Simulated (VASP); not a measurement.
A run of VASP 6.6.1 is set up as follows.

File INCAR:

```
  PREC = Accurate
  ENCUT = 500
  EDIFF = 1E-6
  ISMEAR = 1
  SIGMA = 0.1
  LREAL = F
  LASPH = T
  NELM = 120
  ALGO = Normal
  ISIF = 2
  LWAVE = F
  LCHARG = T
  GGA = PS
  LELF = T
  LVHAR = T
  NBANDS = 18
  GGA_COMPAT = F
```

KPOINTS

```
regular mesh
0
Gamma
  11 11 6
```

The input POSCAR:

```
Ag
1.0
    2.9300000000      0.0000000000      0.0000000000
   -1.4650000000      2.5374540000      0.0000000000
    0.0000000000      0.0000000000      4.7900000000
Ag
2
Direct
    0.3333333333      0.6666666667      0.2500000000
    0.6666666667      0.3333333333      0.7500000000
```

Potentials or basis: VASP PAW PBE potentials, release 64 (Ag).

The run is started by

```bash
$ cat potpaw_PBE.64/Ag/POTCAR > POTCAR
$ mpirun -np 1 vasp_std > vasp.out
```

Estimate the band gap on the k mesh.

zero (band 11 reaches 11.02 eV, above the bottom of band 12 at 4.31 eV).

Predict the pressure.

-6.6 GPa.

Stress tensor (GPa, compression positive):
```
-7.00  0.00  0.00
 0.00 -7.00  0.00
 0.00  0.00 -5.79
```

Caveat: the PAW data sets were made with another functional, which shifts forces and pressure a little.
